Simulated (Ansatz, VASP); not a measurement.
# Two plane-wave programs on Sn3Te

```xyz
8
Lattice="6.1734 0.0000 0.0000 0.0000 6.1734 0.0000 0.0000 0.0000 6.1734" Properties=species:S:1:pos:R:3 pbc="T T T"
Sn    1.5434    0.0000    3.0867
Sn    4.6301    0.0000    3.0867
Sn    0.0000    3.0867    1.5434
Sn    0.0000    3.0867    4.6301
Sn    3.0867    4.6301    0.0000
Sn    3.0867    1.5434    0.0000
Te    0.0000    0.0000    0.0000
Te    3.0867    3.0867    3.0867
```

Change from the starting cell: species swapped into the Ta3Sn type (Pm-3n, No. 223).

Alike in both runs: functional PBE; k mesh 6 × 6 × 6; occupations gaussian, width 0.1 eV; no spin polarisation.

Ansatz relaxed the structure, and its values are those at the end. VASP's run is a single point on that final structure, the one shown.

```csv
,VASP,Ansatz
version,VASP 6.6.1,Ansatz 0.2.0
potentials or method,"VASP PAW PBE potentials, release 64 (Sn_d, Te), cutoff 520 eV","scalar-relativistic, plane waves, PAW"
valence electrons in the cell,96,116
```

Ansatz gave:

| Quantity | Value |
| --- | --- |
| gap on the k mesh at the Fermi level (eV) | none |
| pressure (GPa) | 0.0 |

Problem. Estimate VASP's values.

Solution. gap on the k mesh at the Fermi level (eV): none; pressure (GPa): -0.1.

A gap of «none» marks a metal or a gap that the smearing closes. VASP's potentials hold 96 valence electrons a cell and Ansatz's 116, so a difference there can come from the potentials and not from the codes.

Spin-orbit coupling is off throughout.
